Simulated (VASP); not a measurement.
Write the native input for VASP 6.6.1 that does the following.

- Task: single point
- Functional: PBEsol
- Potentials or basis: VASP PAW PBE potentials, release 64 (Bi_d, Te)
- Cutoff: 500 eV
- k mesh: 16 × 16 × 16
- Occupations: gaussian, width 0.15 eV
- Spin: no spin polarisation
- Dipole correction: no
- Further INCAR settings: ALGO = Normal; EDIFF = 1e-06; NBANDS = 18

The structure of BiTe lies in POSCAR:

```
BiTe
1.0
    0.0000000000      3.1971538277      3.1971538277
    3.1971538277      0.0000000000      3.1971538277
    3.1971538277      3.1971538277      0.0000000000
Bi Te
1 1
Direct
   -0.0071616461      0.0071616461     -0.0071616461
    0.5117291823      0.4882708177      0.5117291823
```

This cell differs from its parent crystal: atoms displaced along a vibrational mode.

The input as run:

INCAR

```
SYSTEM = BiTe
ALGO = Normal ; EDIFF = 1E-6
ENCUT = 500 ; GGA = PS
GGA_COMPAT = .FALSE. ; ISIF = 2
ISMEAR = 0 ; LASPH = .TRUE.
LCHARG = .FALSE. ; LREAL = .FALSE.
LWAVE = .FALSE. ; NBANDS = 18
NELM = 120 ; PREC = Accurate
SIGMA = 0.15
```

KPOINTS

```
k-points
0
G
  16 16 16
  0 0 0
```

Potentials or basis: VASP PAW PBE potentials, release 64 (Bi_d, Te).

Run with:

```console
$ cat potpaw_PBE.64/Bi_d/POTCAR potpaw_PBE.64/Te/POTCAR > POTCAR
$ mpirun -np 1 vasp_std > vasp.out
```

Results of the run:

```
Pressure               : 0.3 GPa
Largest force          : 0.368 eV/Å
Band gap on the k mesh : zero (an odd number of electrons rules out a gap without spin polarisation)
```

Caveat: the cell differs from its parent crystal (atoms displaced along a vibrational mode); the PAW data sets were made with another functional, which shifts forces and pressure a little; spin-orbit coupling is left out, which moves the levels of the heavy elements.

Run time: 5.8 min on 1 thread of Intel(R) Xeon(R) Platinum 8259CL CPU @ 2.50GHz (Skylake/Cascade Lake), with other jobs on the host, peak memory 0.5 GiB.
